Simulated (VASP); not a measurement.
# CeO2 (R-3m) in VASP: further runs, part 2 of 2

VASP 6.6.1. The steps go on from the part before.

## (3) Relaxation of shape and atoms at fixed volume, PBE (14.55 Å³/atom)

This run uses another cell than the first one, of 14.55 Å³/atom.

INCAR reads:

```
PREC = Accurate
ENCUT = 600
EDIFF = 1E-7
ISMEAR = 0
SIGMA = 0.05
LREAL = F
LASPH = T
NELM = 100
ALGO = Normal
ISIF = 4
LWAVE = F
LCHARG = F
GGA = PE
IBRION = 2
NSW = 60
EDIFFG = -0.01
```

KPOINTS reads:

```
regular mesh
0
Gamma
  10 10 10
```

POSCAR reads:

```
CeO2
1.0
    1.9756831125      1.1406611768      3.2275225931
   -1.9756831125      1.1406611768      3.2275225931
    0.0000000000     -2.2813223538      3.2275225930
Ce O
1 2
Direct
    0.0000000000      0.0000000000      0.0000000000
    0.2499945096      0.2499945096      0.2499945096
    0.7500054904      0.7500054904      0.7500054904
```

Potentials or basis: VASP PAW PBE potentials, release 64 (Ce, O).

Launch:

```
$ cat potpaw_PBE.64/Ce/POTCAR potpaw_PBE.64/O/POTCAR > POTCAR
$ mpirun -np 1 vasp_std > vasp.out
```

OUTCAR:

```text
PREC = Accurate
   ENCUT = 600
   EDIFF = 1E-7
   ISMEAR = 0
   LREAL = F
   LASPH = T
   NELM = 100
   ISIF = 4
   GGA = PE
   IBRION = 2
   NSW = 60
   EDIFFG = -0.01

 ion  position               nearest neighbor table
   1  0.000  0.000  0.000-   3 2.42   3 2.42   2 2.42   2 2.42   3 2.42   2 2.42   3 2.42   2 2.42

   2  0.250  0.250  0.250-   1 2.42   1 2.42   1 2.42   1 2.42
   3  0.750  0.750  0.750-   1 2.42   1 2.42   1 2.42   1 2.42
[... 654 lines left out ...]

  FORCE on cell =-STRESS in cart. coord.  units (eV):
  Direction    XX          YY          ZZ          XY          YZ          ZX
  --------------------------------------------------------------------------------------
  -------------------------------------------------------------------------------------
  Total       -2.7775851     -2.7775851     -2.7837424      0.0000000     -0.0000000      0.0000000
  in kB     -101.9725945   -101.9725945   -102.1986435      0.0000000     -0.0000000      0.0000000
  external PRESSURE =    -102.0479442 kB  Pullay stress =       0.0000000 kB

 VOLUME and BASIS-vectors are now :
 -----------------------------------------------------------------------------
  energy-cutoff  :      600.00
  volume of cell :       43.64
      direct lattice vectors                 reciprocal lattice vectors
     1.975683113  1.140661177  3.227522593     0.253077023  0.146114087  0.103278389
    -1.975683113  1.140661177  3.227522593    -0.253077023  0.146114087  0.103278389
     0.000000000 -2.281322354  3.227522593     0.000000000 -0.292228174  0.103278389

 POSITION                                       TOTAL-FORCE (eV/Angst)
 -----------------------------------------------------------------------------------
      0.00000      0.00000      0.00000        -0.000000      0.000000      0.000000
      0.00000     -0.00000      2.42059         0.000000     -0.000000      0.000910
      0.00000     -0.00000      7.26198         0.000000      0.000000     -0.000910
 -----------------------------------------------------------------------------------
    total drift:                                0.000000     -0.000000      0.000000

  FREE ENERGIE OF THE ION-ELECTRON SYSTEM (eV)
  ---------------------------------------------------
  free  energy   TOTEN  =       -26.1431390768 eV

  energy  without entropy=      -26.1431390768  energy(sigma->0) =      -26.14313908

 reached required accuracy - stopping structural energy minimisation
```

Run time: 2.2 min. Hardware: 1 thread of AMD EPYC 7R13 (Zen 3), shared host; peak memory 0.24 GiB.

What came out:

```yaml
Free_energy: -26.1431 eV
Pressure_after_relaxing: -10.2 GPa
Band_gap_on_the_k_mesh: 1.69 eV (least direct gap 1.75 eV)
```

Final structure:
```xyz
3
Lattice="1.9757 1.1407 3.2275 -1.9757 1.1407 3.2275 0.0000 -2.2813 3.2275" Properties=species:S:1:pos:R:3 pbc="T T T"
Ce    0.0000    0.0000    0.0000
O     0.0000    0.0000    2.4206
O     0.0000    0.0000    7.2620
```

Levels at points of the mesh, in eV from the valence-band top:
```csv
k point,band 9,band 10,band 11,band 12,band 13,band 14,band 15,band 16
"(0.00, 0.00, 0.00)",-3.32,-0.46,-0.46,-0.46,1.95,1.95,1.95,2.13
"(0.50, 0.00, 0.00)",-1.17,-1.08,-0.71,-0.71,1.69,1.83,1.83,1.96
"(0.50, 0.50, 0.00)",-1.17,-0.58,-0.58,-0.45,1.73,1.79,1.79,1.92
"(0.50, 0.50, 0.50)",-1.17,-1.08,-0.71,-0.71,1.69,1.83,1.83,1.96
```

Caveat: spin-orbit coupling is left out, which moves the levels of the heavy elements. Spin polarisation is off, so any magnetic state and its effect on volume and gap are missing.

## (4) Relaxation of shape and atoms at fixed volume, PBE (14.95 Å³/atom)

This run uses another cell than the first one, of 14.95 Å³/atom.

INCAR reads:

```
SYSTEM = CeO2
  PREC = Accurate
  ENCUT = 600
  EDIFF = 1E-6
  ISMEAR = 0
  SIGMA = 0.05
  LREAL = .FALSE.
  LASPH = .TRUE.
  NELM = 80
  ALGO = Normal
  ISIF = 4
  LWAVE = .FALSE.
  LCHARG = .FALSE.
  GGA = PE
  IBRION = 2
  NSW = 60
  EDIFFG = -0.01
```

KPOINTS reads:

```
regular mesh
0
G
  10 10 10
  0 0 0
```

POSCAR reads:

```
CeO2
1.0
    1.9939775155      1.1512234553      3.2574087619
   -1.9939775155      1.1512234553      3.2574087619
    0.0000000000     -2.3024469108      3.2574087618
Ce O
1 2
Direct
    0.0000000000      0.0000000000      0.0000000000
    0.2499945096      0.2499945096      0.2499945096
    0.7500054904      0.7500054904      0.7500054904
```

Potentials or basis: VASP PAW PBE potentials, release 64 (Ce, O).

Launch:

```
$ cat potpaw_PBE.64/Ce/POTCAR potpaw_PBE.64/O/POTCAR > POTCAR
$ mpirun -np 1 vasp_std > vasp.out
```

OUTCAR:

```text
SYSTEM = CeO2
   PREC = Accurate
   ENCUT = 600
   EDIFF = 1E-6
   ISMEAR = 0
   LREAL = .FALSE.
   LASPH = .TRUE.
   NELM = 80
   ISIF = 4
   GGA = PE
   IBRION = 2
   NSW = 60
   EDIFFG = -0.01

 ion  position               nearest neighbor table
   1  0.000  0.000  0.000-   3 2.44   3 2.44   2 2.44   2 2.44   3 2.44   2 2.44   3 2.44   2 2.44

   2  0.250  0.250  0.250-   1 2.44   1 2.44   1 2.44   1 2.44
   3  0.750  0.750  0.750-   1 2.44   1 2.44   1 2.44   1 2.44

[... 654 lines left out ...]
  FORCE on cell =-STRESS in cart. coord.  units (eV):
  Direction    XX          YY          ZZ          XY          YZ          ZX
  --------------------------------------------------------------------------------------
  -------------------------------------------------------------------------------------
  Total       -3.7616773     -3.7616773     -3.7665511      0.0000000     -0.0000000     -0.0000000
  in kB     -134.3348566   -134.3348566   -134.5089086      0.0000000     -0.0000000     -0.0000000
  external PRESSURE =    -134.3928740 kB  Pullay stress =       0.0000000 kB

 VOLUME and BASIS-vectors are now :
 -----------------------------------------------------------------------------
  energy-cutoff  :      600.00
  volume of cell :       44.86
      direct lattice vectors                 reciprocal lattice vectors
     1.993977515  1.151223455  3.257408762     0.250755084  0.144773515  0.102330827
    -1.993977515  1.151223455  3.257408762    -0.250755084  0.144773515  0.102330827
     0.000000000 -2.302446911  3.257408762     0.000000000 -0.289547031  0.102330827

 POSITION                                       TOTAL-FORCE (eV/Angst)
 -----------------------------------------------------------------------------------
      0.00000      0.00000      0.00000        -0.000000      0.000000      0.000000
      0.00000     -0.00000      2.44300         0.000000     -0.000000      0.001208
      0.00000     -0.00000      7.32922         0.000000      0.000000     -0.001208
 -----------------------------------------------------------------------------------
    total drift:                                0.000000     -0.000000      0.000000

  FREE ENERGIE OF THE ION-ELECTRON SYSTEM (eV)
  ---------------------------------------------------
  free  energy   TOTEN  =       -26.0546609807 eV

  energy  without entropy=      -26.0546609807  energy(sigma->0) =      -26.05466098

 reached required accuracy - stopping structural energy minimisation
```

CONTCAR:

```text
CeO2
   1.00000000000000
     1.9939775154999999    1.1512234553000000    3.2574087618999998
    -1.9939775154999999    1.1512234553000000    3.2574087618999998
     0.0000000000000000   -2.3024469108000001    3.2574087617999998
  Ce              O
     1     2
Direct
     0.0000000000000000    0.0000000000000000    0.0000000000000000
     0.2499945096000005    0.2499945096000005    0.2499945096000005
     0.7500054903999995    0.7500054903999995    0.7500054903999995

  0.00000000E+00  0.00000000E+00  0.00000000E+00
  0.00000000E+00  0.00000000E+00  0.00000000E+00
  0.00000000E+00  0.00000000E+00  0.00000000E+00
```

It took 2 min on 1 thread of AMD EPYC 7R13 (Zen 3), shared host; peak memory 0.25 GiB.

What came out:

```yaml
Free_energy: -26.0547 eV
Pressure_after_relaxing: -13.4 GPa
Band_gap_on_the_k_mesh: 1.62 eV (least direct gap 1.67 eV)
```

Final structure:
```
Ce O
1.0
     1.99398    1.15122    3.25741
    -1.99398    1.15122    3.25741
     0.00000   -2.30245    3.25741
Ce O
1 2
Direct
  0.00000 0.00000 0.00000
  0.24999 0.24999 0.24999
  0.75001 0.75001 0.75001
```

Caveat: spin-orbit coupling is left out, which moves the levels of the heavy elements.

## (5) Overview

```tsv
cell	gap on the mesh (eV)	pressure (GPa)
relaxed from a = 3.915 Å, angles 60.0°, 3 atoms	1.77	-6.3
relaxed from a = 3.952 Å, angles 60.0°, 3 atoms	1.69	-10.2
relaxed from a = 3.989 Å, angles 60.0°, 3 atoms	1.62	-13.4
```

Alike in all rows: task relaxation of shape and atoms at fixed volume; level PBE; potentials or basis VASP PAW PBE potentials, release 64 (Ce, O); no spin polarisation; k mesh 10 × 10 × 10; cutoff (eV) 600; smearing gaussian 0.05 eV.

Caveats: spin-orbit coupling is left out, which moves the levels of the heavy elements.

Absolute energies hang on the potentials; compare differences alone.
